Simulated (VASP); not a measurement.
Wanted: the native input for a VASP 6.6.1 run.

```yaml
Task: single point
Functional: PBE
Potentials_or_basis: VASP PAW PBE potentials, release 64 (Bi_d)
Cutoff: 520 eV
k_mesh: 10 × 10 × 6
Occupations: gaussian, width 0.05 eV
Spin: no spin polarisation
Dipole_correction: no
Further_INCAR_settings: ALGO = Fast; EDIFF = 1e-07; NBANDS = 22
```

The structure of Bi lies in POSCAR:

```
Bi
1.0
    3.2383762460      0.0000000000      0.0000000000
    0.0000000000      3.2216433200      0.0000000000
   -0.0804548793      0.0000000000      6.4438887882
Bi
2
Direct
    0.4557527500      0.0000000000      0.2504221100
    0.5442472500      0.0000000000      0.7495778900
```

The input as run:

INCAR

```
ALGO = Fast ; EDIFF = 1E-7
ENCUT = 520 ; GGA = PE
ISIF = 2 ; ISMEAR = 0
LASPH = T ; LCHARG = F
LREAL = F ; LWAVE = F
NBANDS = 22 ; NELM = 60
PREC = Accurate ; SIGMA = 0.05
```

KPOINTS

```
k-points
0
Gamma
  10 10 6
```

Potentials or basis: VASP PAW PBE potentials, release 64 (Bi_d).

Run with:

```bash
$ cat potpaw_PBE.64/Bi_d/POTCAR > POTCAR
$ mpirun -np 1 vasp_std > vasp.out
```

Results of the run:

```
Pressure               : 2.1 GPa
Largest force          : 0.016 eV/Å
Band gap on the k mesh : zero (band 15 reaches 10.73 eV, above the bottom of band 16 at 4.43 eV)
```

Caveat: spin-orbit coupling is left out, which moves the levels of the heavy elements.

Wall time 2.4 min on 1 thread of Intel Xeon 6975P-C, with other jobs on the host, peak memory 0.33 GiB.
